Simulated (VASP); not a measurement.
Set up this calculation in VASP 6.6.1, as the native input.

| Property | Result |
| --- | --- |
| Task | single point |
| Functional | LDA |
| Potentials or basis | VASP PAW LDA potentials, release 64 (Si, Ge_d) |
| Cutoff | 520 eV |
| k mesh | 6 × 6 × 6 |
| Occupations | gaussian, width 0.02 eV |
| Spin | no spin polarisation |
| Dipole correction | no |
| Further INCAR settings | ALGO = Normal; EDIFF = 1e-06; NBANDS = 56 |

The structure of SiGe3 lies in POSCAR:

```
SiGe3
1.0
    5.5582461332      0.0000000000      0.0000000000
    0.0000000000      5.5582461332      0.0000000000
    0.0000000000      0.0000000000      5.5582461332
Si Ge
2 6
Direct
   -0.0025383064      0.0025383064     -0.0025383064
    0.7525383064      0.2474616936      0.7525383064
   -0.0027338819      0.4972633082      0.5027366918
    0.5027366918      0.0027338819      0.5027366918
    0.5027366918      0.4972633082     -0.0027338819
    0.2472633082      0.2472661181      0.2472633082
    0.2472633082      0.7527366918      0.7527338819
    0.7527338819      0.7527366918      0.2472633082
```

The input as run:

INCAR

```
SYSTEM = SiGe3
ALGO     = Normal         ! electronic algorithm
EDIFF    = 1E-6           ! SCF threshold, eV
ENCUT    = 520            ! plane-wave cutoff, eV
ISIF     = 2              ! what is computed and relaxed
ISMEAR   = 0              ! smearing method
LASPH    = .True.         ! aspherical terms in the spheres
LCHARG   = .True.         ! write CHGCAR
LELF     = .True.         ! ELF
LREAL    = .False.        ! projectors in reciprocal space
LVHAR    = .True.       
LWAVE    = .False.        ! write WAVECAR
NBANDS   = 56             ! bands
NELM     = 100            ! most SCF steps
PREC     = Accurate       ! precision mode
SIGMA    = 0.02           ! smearing width, eV
```

KPOINTS

```
k-points
0
Gamma
  6 6 6
  0 0 0
```

Potentials or basis: VASP PAW LDA potentials, release 64 (Si, Ge_d).

Run with:

```console
$ cat potpaw_LDA.64/Si/POTCAR potpaw_LDA.64/Ge_d/POTCAR > POTCAR
$ mpirun -np 1 vasp_std > vasp.out
```

It gave:

```
Pressure               : 0.1 GPa
Largest force          : 0.009 eV/Å
Band gap on the k mesh : 0.25 eV (least direct gap 0.45 eV)
```

It took 2.6 min on 1 thread of Intel(R) Xeon(R) Platinum 8375C CPU @ 2.90GHz (Ice Lake), on a shared host, peak memory 0.34 GiB.
